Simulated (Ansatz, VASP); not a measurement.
## Two plane-wave programs on Cd

The input POSCAR:

```
Cd
1.0
    2.9509006248      0.0000000000      0.0000000000
   -1.4754503124      2.5555549051      0.0000000000
    0.0000000000      0.0000000000      5.8838547497
Cd
2
Direct
    0.3333333333      0.6666666667      0.2500000000
    0.6666666667      0.3333333333      0.7500000000
```

The input INCAR.step1:

```
ALGO     = Normal         # electronic algorithm
EDIFF    = 1E-4           # SCF threshold, eV
ENCUT    = 520            # plane-wave cutoff, eV
GGA      = PE             # functional
ISMEAR   = -1             # smearing method
LASPH    = True           # aspherical terms in the spheres
LCHARG   = False          # write CHGCAR
LREAL    = False          # projectors in reciprocal space
LWAVE    = True           # write WAVECAR
NBANDS   = 19             # bands
NELM     = 60             # most SCF steps
PREC     = Accurate       # precision mode
SIGMA    = 0.1            # smearing width, eV
```

INCAR.step2

```
ALGO     = Normal         # electronic algorithm
EDIFF    = 1E-6           # SCF threshold, eV
ENCUT    = 520            # plane-wave cutoff, eV
ISIF     = 2              # what is computed and relaxed
ISMEAR   = -1             # smearing method
ISTART   = 1            
LASPH    = True           # aspherical terms in the spheres
LCHARG   = False          # write CHGCAR
LMIXTAU  = True         
LREAL    = False          # projectors in reciprocal space
LWAVE    = False          # write WAVECAR
METAGGA  = R2SCAN         # meta-GGA
NBANDS   = 19             # bands
NELM     = 60             # most SCF steps
PREC     = Accurate       # precision mode
SIGMA    = 0.1            # smearing width, eV
```

KPOINTS

```
k-points
0
Gamma
  2 2 1
```

Input for Ansatz:

```yaml
crystal:
  lattice:
    - [2.9509006248, 0.0, 0.0]
    - [-1.4754503124, 2.5555549051, 0.0]
    - [0.0, 0.0, 5.8838547497]
  atoms:
    - { symbol: Cd, position: [0.3333333333, 0.6666666667, 0.25] }
    - { symbol: Cd, position: [0.6666666667, 0.3333333333, 0.75] }
hamiltonian:
  xc: r2scan
  pseudopotentials:
    kind: paw
    azcp:
      Cd: "pseudopotentials/Cd.paw.azcp"
basis:
  ecutwfc: 500
  fft_grid_basis: typed
kpoints:
  mp_grid: { grid: [2, 2, 1], shift: [0, 0, 0] }
magnetization:
  spin_polarized: false
scf:
  occupations: { method: fermi_dirac, width: 0.1 }
  lower_state_search: "off"
output:
  stress: true
```

Alike in both runs: task single point; functional r2SCAN; k mesh 2 × 2 × 1; occupations fermi-dirac, width 0.1 eV; no spin polarisation.

|  | VASP | Ansatz |
| --- | --- | --- |
| version | VASP 6.6.1 | Ansatz 0.2.0 |
| potentials or method | VASP PAW PBE potentials, release 64 (Cd), cutoff 520 eV | plane waves (500 eV) with PAW, scalar-relativistic |
| valence electrons in the cell | 24 | 40 |

Ansatz gave:

| Quantity | Value |
| --- | --- |
| pressure (GPa) | 4.1 |
| traceless stress, the component that is largest in VASP (GPa) | -20.73 |

Q: What did VASP give for the same quantities?

A: Pressure (GPa): 4.4; traceless stress, the component that is largest in VASP (GPa): -20.89.

VASP's potentials were made for PBE, not for r2SCAN. With one functional, cell and mesh, what is left measures potentials, basis and numerics. VASP's potentials hold 24 valence electrons a cell and Ansatz's 40, so a difference there can come from the potentials and not from the codes.

The k mesh is coarse, so the values compare programs but aren't converged.
